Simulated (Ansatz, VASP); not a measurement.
## One calculation of Ti, two programs

Contents of INCAR:

```
SYSTEM = Ti
PREC = Accurate
ENCUT = 500
EDIFF = 1E-6
ISMEAR = 0
SIGMA = 0.1
LREAL = .FALSE.
LASPH = .TRUE.
NELM = 120
ALGO = Normal
ISIF = 2
LWAVE = .FALSE.
LCHARG = .TRUE.
GGA = PS
LELF = .TRUE.
LVHAR = .TRUE.
NBANDS = 12
GGA_COMPAT = .FALSE.
```

KPOINTS

```
Automatic mesh
0
G
  18 18 18
  0 0 0
```

Contents of POSCAR:

```
Ti
1.0
   -1.6015831800      1.6015831800      1.6015831800
    1.6015831800     -1.6015831800      1.6015831800
    1.6015831800      1.6015831800     -1.6015831800
Ti
1
Direct
    0.0000000000      0.0000000000      0.0000000000
```

Input for Ansatz:

```yaml
crystal:
  lattice:
    - [-1.60158318, 1.60158318, 1.60158318]
    - [1.60158318, -1.60158318, 1.60158318]
    - [1.60158318, 1.60158318, -1.60158318]
  atoms:
    - { symbol: Ti, position: [0.0, 0.0, 0.0] }
basis:
  ecutwfc: 420
kpoints:
  mp_grid: { grid: [18, 18, 18] }
hamiltonian:
  xc: pbesol
scf:
  occupations: { method: gaussian, width: 0.1 }
output:
  forces: true
  stress: true
  eigenvalues: true
  populations: true
  write_density: true
  write_potential: true
  elf: true
  volumetric_format: npy
```

Alike in both runs: task single point; functional PBEsol; k mesh 18 × 18 × 18; occupations gaussian, width 0.1 eV; no spin polarisation.

|  | VASP | Ansatz |
| --- | --- | --- |
| version | VASP 6.6.1 | Ansatz 0.2.0 |
| potentials or method | VASP PAW PBE potentials, release 64 (Ti_sv), cutoff 500 eV | scalar-relativistic, plane waves, PAW |
| valence electrons in the cell | 12 | 12 |

Ansatz gave:

- gap on the k mesh at the Fermi level (eV): none
- pressure (GPa): 0.7

**Question.** Estimate VASP's values.

**Answer.** gap on the k mesh at the Fermi level (eV): none; pressure (GPa): 0.4.

VASP's potentials were made for PBE, not for PBEsol. A gap of «none» marks a metal or a gap that the smearing closes. The functional is the same, so the differences come from potentials, cutoffs and numerics.
